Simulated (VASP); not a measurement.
# Au in VASP: settings compared, part 2 of 3

VASP 6.6.1.

### Step 4. Single point, r2SCAN

The input, POSCAR:

```
Au
1.0
    1.4113099650     -2.5559330250      0.0000000000
    1.4113099650      2.5559330250      0.0000000000
    0.0000000000      0.0000000000      4.8931696100
Au
2
Direct
    0.6653279700      0.3346720300      0.2500000000
    0.3346720300      0.6653279700      0.7500000000
```

The input, INCAR.step1:

```
SYSTEM = Au
  PREC = Accurate
  ENCUT = 550
  ISMEAR = 0
  SIGMA = 0.1
  LREAL = .False.
  LASPH = .True.
  NELM = 120
  NBANDS = 18
  GGA = PE
  ALGO = Normal
  EDIFF = 1E-5
  LWAVE = .True.
  LCHARG = .False.
  GGA_COMPAT = .False.
```

The input, INCAR.step2:

```
SYSTEM = Au
  PREC = Accurate
  ENCUT = 550
  EDIFF = 1E-6
  ISMEAR = 0
  SIGMA = 0.1
  LREAL = .False.
  LASPH = .True.
  NELM = 120
  ALGO = Normal
  ISIF = 2
  LWAVE = .False.
  LCHARG = .True.
  METAGGA = R2SCAN
  LMIXTAU = .True.
  LELF = .True.
  LVHAR = .True.
  NBANDS = 18
  ISTART = 1
  GGA_COMPAT = .False.
```

The input, KPOINTS:

```
Automatic mesh
0
Gamma
  2 2 1
  0 0 0.5
```

Potentials or basis: VASP PAW PBE potentials, release 64 (Au).

The run is started by

```bash
$ cat potpaw_PBE.64/Au/POTCAR > POTCAR
$ cp INCAR.step1 INCAR
$ mpirun -np 1 vasp_std > vasp.out
$ cp INCAR.step2 INCAR
$ mpirun -np 1 vasp_std > vasp.out
```

OUTCAR:

```text
SYSTEM = Au
   PREC = Accurate
   ENCUT = 550
   EDIFF = 1E-6
   ISMEAR = 0
   LREAL = .False.
   LASPH = .True.
   NELM = 120
   ISIF = 2
   METAGGA = R2SCAN
   ISTART = 1

 ion  position               nearest neighbor table
   1  0.665  0.335  0.250-   2 2.95   2 2.95   2 2.95   2 2.95   2 2.97   2 2.97
   2  0.335  0.665  0.750-   1 2.95   1 2.95   1 2.95   1 2.95   1 2.97   1 2.97

  LATTYP: Found a base centered orthorhombic cell.
 ALAT       =     2.8226199300
 B/A-ratio  =     1.8110359088
 C/A-ratio  =     1.7335559627

  Lattice vectors:

 A1 = (   1.4113099650,  -2.5559330250,   0.0000000000)
 A2 = (   1.4113099650,   2.5559330250,   0.0000000000)
 A3 = (   0.0000000000,   0.0000000000,   4.8931696100)

Analysis of symmetry for initial positions (statically):
=====================================================================
 Subroutine PRICEL returns:
 Original cell was already a primitive cell.

 Routine SETGRP: Setting up the symmetry group for a
 base centered orthorhombic supercell.

 Subroutine GETGRP returns: Found  8 space group operations
 (whereof  4 operations were pure point group operations)
 out of a pool of  8 trial point group operations.

The static configuration has the point symmetry C_2h.
[... 142 lines left out ...]
 E-fermi :   9.4160     XC(G=0): -13.3026

 val. band max:        9.2018614498   @ k =   0.5000   0.5000   0.5000
 cond. band min:       9.6445957134   @ k =   0.5000  -0.0000   0.5000
 fundamental gap:      0.4427342636
 Fermi energy:         9.4160309715

 k-point     1 :       0.0000    0.0000    0.5000
  band No.  band energies     occupation
      1       0.7346      2.00000
      2       0.7346      2.00000
      3       3.8901      2.00000
      4       3.8901      2.00000
      5       4.1467      2.00000
      6       4.1467      2.00000
[... 40 lines left out ...]
      5       5.5165      2.00000
      6       5.5165      2.00000
[... 10 lines left out ...]
     17      23.6883      0.00000
     18      23.6883      0.00000

------------------------ aborting loop because EDIFF is reached ----------------------------------------

  FORCE on cell =-STRESS in cart. coord.  units (eV):
  Direction    XX          YY          ZZ          XY          YZ          ZX
  --------------------------------------------------------------------------------------
  -------------------------------------------------------------------------------------
  Total        3.8184518     13.1410853     -1.6945182      0.0000000      0.0000000      0.0000000
  in kB      173.3028685    596.4165340    -76.9067892      0.0000000      0.0000000      0.0000000
  external PRESSURE =     230.9375378 kB  Pullay stress =       0.0000000 kB

 VOLUME and BASIS-vectors are now :
 -----------------------------------------------------------------------------
  energy-cutoff  :      550.00
  volume of cell :       35.30
      direct lattice vectors                 reciprocal lattice vectors
     1.411309965 -2.555933025  0.000000000     0.354280783 -0.195623279  0.000000000
     1.411309965  2.555933025  0.000000000     0.354280783  0.195623279  0.000000000
     0.000000000  0.000000000  4.893169610     0.000000000  0.000000000  0.204366511

 POSITION                                       TOTAL-FORCE (eV/Angst)
 -----------------------------------------------------------------------------------
      1.41131     -0.84513      1.22329         0.000000      1.759650      0.000000
      1.41131      0.84513      3.66988         0.000000     -1.759650     -0.000000
 -----------------------------------------------------------------------------------
    total drift:                                0.000000      0.000000     -0.000000

  FREE ENERGIE OF THE ION-ELECTRON SYSTEM (eV)
  ---------------------------------------------------
  free  energy   TOTEN  =       -97.0764819998 eV

  energy  without entropy=      -97.0758908900  energy(sigma->0) =      -97.07618644
```

OSZICAR.step1:

```text
N       E                     dE             d eps       ncg     rms          rms(c)
DAV:   1     0.125815350544E+03    0.12582E+03   -0.11979E+04   108   0.123E+03
DAV:   2    -0.581903781349E+00   -0.12640E+03   -0.12036E+03   114   0.263E+02
DAV:   3    -0.275309629874E+01   -0.21712E+01   -0.21600E+01   148   0.336E+01
DAV:   4    -0.276004140432E+01   -0.69451E-02   -0.69437E-02   116   0.196E+00
DAV:   5    -0.276010343853E+01   -0.62034E-04   -0.62034E-04   134   0.194E-01    0.167E+01
DAV:   6    -0.237710332229E+01    0.38300E+00   -0.71735E-01   108   0.715E+00    0.109E+01
DAV:   7    -0.233703358319E+01    0.40070E-01   -0.10295E-01   112   0.259E+00    0.277E+00
DAV:   8    -0.233426132746E+01    0.27723E-02   -0.13212E-02   124   0.914E-01    0.201E-01
DAV:   9    -0.233405672803E+01    0.20460E-03   -0.40565E-04   116   0.152E-01    0.885E-02
DAV:  10    -0.233406891828E+01   -0.12190E-04   -0.28905E-05   112   0.441E-02    0.192E-02
DAV:  11    -0.233406919781E+01   -0.27953E-06   -0.24217E-06    60   0.115E-02
   1 F= -.23340692E+01 E0= -.23269767E+01  d E =-.141850E-01
```

Run time: 14 s. Hardware: 1 thread of Intel Xeon 6975P-C (Granite Rapids), shared host; peak memory 0.15 GiB.

Results:

```
Free energy            : -97.0765 eV
Pressure               : 23.1 GPa
Largest force          : 1.760 eV/Å
Band gap on the k mesh : zero (band 11 reaches 9.64 eV, above the bottom of band 12 at 6.20 eV)
```

Forces in eV/Å, atoms in the order of the input:
```
Au   0.000  1.760  0.000
Au   0.000 -1.760  0.000
```

Stress tensor (GPa, compression positive):
```
17.33  0.00  0.00
 0.00 59.64  0.00
 0.00  0.00 -7.69
```

Caveat: the k points lie up to 1.28 Å⁻¹ apart; the PAW data sets were made with another functional, which shifts forces and pressure a little; spin-orbit coupling is left out, which moves the levels of the heavy elements.

### Step 5. Single point, PBE

The input, INCAR:

```
SYSTEM = Au
PREC = Accurate
ENCUT = 500
EDIFF = 1E-6
ISMEAR = 0
SIGMA = 0.1
LREAL = .FALSE.
LASPH = .TRUE.
NELM = 120
ALGO = Normal
ISIF = 2
LWAVE = .FALSE.
LCHARG = .FALSE.
GGA = PE
NBANDS = 18
GGA_COMPAT = .FALSE.
```

The input, KPOINTS:

```
regular mesh
0
G
  3 3 2
  0 0 0
```

Edit POSCAR of step 4 so:

```diff
@@ -9,2 +9,2 @@
     0.6653279700      0.3346720300      0.2500000000
-    0.3346720300      0.6653279700      0.7500000000
+    0.3346720300      0.6653279700      0.7602183255
```

Potentials or basis: VASP PAW PBE potentials, release 64 (Au).

The run is started by

```bash
$ cat potpaw_PBE.64/Au/POTCAR > POTCAR
$ mpirun -np 1 vasp_std > vasp.out
```

OUTCAR:

```text
SYSTEM = Au
   PREC = Accurate
   ENCUT = 500
   EDIFF = 1E-6
   ISMEAR = 0
   LREAL = .FALSE.
   LASPH = .TRUE.
   NELM = 120
   ISIF = 2
   GGA = PE

 ion  position               nearest neighbor table
   1  0.665  0.335  0.250-   2 2.91   2 2.91   2 2.93   2 3.00   2 3.00   2 3.01
   2  0.335  0.665  0.760-   1 2.91   1 2.91   1 2.93   1 3.00   1 3.00   1 3.01

  LATTYP: Found a base centered orthorhombic cell.
 ALAT       =     2.8226199300
 B/A-ratio  =     1.8110359088
 C/A-ratio  =     1.7335559627

  Lattice vectors:

 A1 = (   1.4113099650,  -2.5559330250,   0.0000000000)
 A2 = (   1.4113099650,   2.5559330250,   0.0000000000)
 A3 = (   0.0000000000,   0.0000000000,   4.8931696100)

Analysis of symmetry for initial positions (statically):
=====================================================================
 Subroutine PRICEL returns:
 Original cell was already a primitive cell.

 Routine SETGRP: Setting up the symmetry group for a
 base centered orthorhombic supercell.

 Subroutine GETGRP returns: Found  4 space group operations
 (whereof  2 operations were pure point group operations)
 out of a pool of  8 trial point group operations.

The static configuration has the point symmetry C_1h.
 The point group associated with its full space group is C_2h.

Analysis of symmetry for dynamics (positions and initial velocities):
=====================================================================
 Subroutine PRICEL returns:
 Original cell was already a primitive cell.

 Routine SETGRP: Setting up the symmetry group for a
 base centered orthorhombic supercell.

 Subroutine GETGRP returns: Found  4 space group operations
 (whereof  2 operations were pure point group operations)
 out of a pool of  8 trial point group operations.

The dynamic configuration has the point symmetry C_1h.
 The point group associated with its full space group is C_2h.

[... 97 lines left out ...]
   EFERMI_NEDOS =   21; number of points for ismear=-14 and -15
   IALGO  =     38    algorithm
   IMIX   =      4    mixing-type and parameters
     AMIX     =   0.40;   BMIX     =  1.00
     AMIX_MAG =   1.60;   BMIX_MAG =  1.00
  volume/ion in A,a.u.               =      17.65       119.11
  Fermi-wavevector in a.u.,A,eV,Ry     =   1.398358  2.642513 26.604898  1.955405
  Thomas-Fermi vector in A             =   2.521524
   LORBIT       =      0    0 simple, 1 ext, 2 COOP (PROOUT), +10 PAW based schemes
   GGA     = PE    functional components
   LHFCALC =     F    Hartree Fock is set to
   AEXX    =    0.0000 exact exchange contribution
   IVDW    =     0    specifies the selected vdW correction
   LEPSILON=     F    determine dielectric tensor
   LRPA    =     F    only Hartree local field effects (RPA)
 non-spin polarized calculation
 Gauss-broadening in eV      SIGMA  =   0.10
  energy-cutoff  :      500.00
  volume of cell :       35.30
 maximum number of plane-waves:       902
 NGX is ok and might be reduce to    24
   NGX = 11   NGY = 11   NGZ = 17

 number of electron      21.9999998 magnetization

 Free energy of the ion-electron system (eV)
  ---------------------------------------------------
  ext. energy  EPLUGINS =         0.00000000
  ---------------------------------------------------
  free energy    TOTEN  =        -6.64727487 eV

  energy without entropy =       -6.62816903  energy(sigma->0) =       -6.63772195

 E-fermi :   7.4014     XC(G=0): -12.4997

 val. band max:        7.3366675829   @ k =  -0.3333   0.3333   0.5000
 cond. band min:       7.4221803419   @ k =   0.3333  -0.0000   0.5000
 fundamental gap:      0.0855127590
 Fermi energy:         7.4013982573

 k-point     1 :       0.0000    0.0000    0.0000
  band No.  band energies     occupation
      1      -0.5905      2.00000
      2       1.8060      2.00000
      3       4.1159      2.00000
      4       4.2701      2.00000
      5       4.5971      2.00000
      6       4.8412      2.00000
[... 145 lines left out ...]
      5       5.3706      2.00000
      6       5.4651      2.00000
[... 10 lines left out ...]
     17      24.4175      0.00000
     18      24.5941      0.00000

------------------------ aborting loop because EDIFF is reached ----------------------------------------

  FORCE on cell =-STRESS in cart. coord.  units (eV):
  Direction    XX          YY          ZZ          XY          YZ          ZX
  --------------------------------------------------------------------------------------
  -------------------------------------------------------------------------------------
  Total        1.8579329      0.3718967     -0.7375622      0.0000000     -0.1534814      0.0000000
  in kB       84.3234694     16.8787699    -33.4747310      0.0000000     -6.9658523      0.0000000
  external PRESSURE =      22.5758361 kB  Pullay stress =       0.0000000 kB

 VOLUME and BASIS-vectors are now :
 -----------------------------------------------------------------------------
  energy-cutoff  :      500.00
  volume of cell :       35.30
      direct lattice vectors                 reciprocal lattice vectors
     1.411309965 -2.555933025  0.000000000     0.354280783 -0.195623279  0.000000000
     1.411309965  2.555933025  0.000000000     0.354280783  0.195623279  0.000000000
     0.000000000  0.000000000  4.893169610     0.000000000  0.000000000  0.204366511

 POSITION                                       TOTAL-FORCE (eV/Angst)
 -----------------------------------------------------------------------------------
      1.41131     -0.84513      1.22329         0.000000     -0.016571     -0.119364
      1.41131      0.84513      3.71988         0.000000      0.016571      0.119364
 -----------------------------------------------------------------------------------
    total drift:                               -0.000000     -0.000000      0.000001

  FREE ENERGIE OF THE ION-ELECTRON SYSTEM (eV)
  ---------------------------------------------------
  free  energy   TOTEN  =        -6.6472748723 eV

  energy  without entropy=       -6.6281690334  energy(sigma->0) =       -6.63772195
```

OSZICAR:

```text
N       E                     dE             d eps       ncg     rms          rms(c)
DAV:   1     0.120447298239E+03    0.12045E+03   -0.11573E+04   288   0.116E+03
DAV:   2    -0.526426147727E+01   -0.12571E+03   -0.11930E+03   310   0.257E+02
DAV:   3    -0.718750216473E+01   -0.19232E+01   -0.19131E+01   366   0.325E+01
DAV:   4    -0.719619157681E+01   -0.86894E-02   -0.86885E-02   308   0.225E+00
DAV:   5    -0.719627699081E+01   -0.85414E-04   -0.85413E-04   336   0.237E-01    0.112E+01
DAV:   6    -0.667728268394E+01    0.51899E+00   -0.10582E+00   294   0.934E+00    0.738E+00
DAV:   7    -0.665095018167E+01    0.26333E-01   -0.50552E-02   314   0.198E+00    0.348E+00
DAV:   8    -0.664734957343E+01    0.36006E-02   -0.20207E-03   296   0.318E-01    0.152E-01
DAV:   9    -0.664726586320E+01    0.83710E-04   -0.32494E-04   332   0.159E-01    0.320E-02
DAV:  10    -0.664727539287E+01   -0.95297E-05   -0.16739E-05   320   0.375E-02    0.525E-03
DAV:  11    -0.664727487234E+01    0.52053E-06   -0.84010E-07   180   0.738E-03
   1 F= -.66472749E+01 E0= -.66377220E+01  d E =-.191058E-01
```

stdout:

```text
POSCAR found type information on POSCAR Au
 POSCAR found :  1 types and       2 ions
 scaLAPACK will be used
 LDA part: xc-table for (Slater+PW92), standard interpolation
 POSCAR, INCAR and KPOINTS ok, starting setup
 FFT: planning ... GRIDC
 FFT: planning ... GRID_SOFT
 FFT: planning ... GRID
 WAVECAR not read
 entering main loop
```

It took 3.5 s on 1 thread of Intel Xeon 6975P-C (Granite Rapids), shared host; peak memory 0.14 GiB.

Results:

- Free energy: -6.6473 eV
- Pressure: 2.3 GPa
- Largest force: 0.121 eV/Å
- Band gap on the k mesh: zero (band 11 reaches 12.90 eV, above the bottom of band 12 at 6.42 eV)

Forces on the atoms (eV/Å):
```
Au   0.000 -0.017 -0.119
Au   0.000  0.017  0.119
```

Caveat: the k points lie up to 0.85 Å⁻¹ apart; spin-orbit coupling is left out, which moves the levels of the heavy elements.

(Part 2 of 3 ends here.)
